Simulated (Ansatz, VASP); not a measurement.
**SnO in VASP and in Ansatz**

```xyz
8
Lattice="3.8202 0.0000 0.0000 0.0000 3.8202 0.0000 0.0000 0.0000 22.2261" Properties=species:S:1:pos:R:3 pbc="T T T"
Sn    1.9101    0.0000    4.5000
Sn    0.0000    1.9101    6.8630
Sn    0.0000    1.9101   11.0630
Sn    1.9101    0.0000   13.4261
O     0.0000    0.0000    5.6815
O     1.9101    1.9101    5.6815
O     1.9101    1.9101   12.2446
O     0.0000    0.0000   12.2446
```

Alike in both runs: task single point; functional PBE; dispersion D3(BJ); k mesh 7 × 7 × 1; occupations gaussian, width 0.05 eV; no spin polarisation.

```csv
,VASP,Ansatz
version,VASP 6.6.1,Ansatz 0.2.0
potentials or method,"VASP PAW PBE potentials, release 64 (Sn_d, O), cutoff 520 eV","scalar-relativistic, plane waves, PAW"
valence electrons in the cell,80,80
```

VASP gave:

| Property | Result |
| --- | --- |
| gap on the k mesh at the Fermi level (eV) | 2.40 |
| least direct gap on the mesh (eV) | 2.54 |
| rms of the force components (eV/Å) | 0.025 |

**Question.** What did Ansatz give for the same quantities?

**Answer.** gap on the k mesh at the Fermi level (eV): 2.41; least direct gap on the mesh (eV): 2.58; rms of the force components (eV/Å): 0.024.
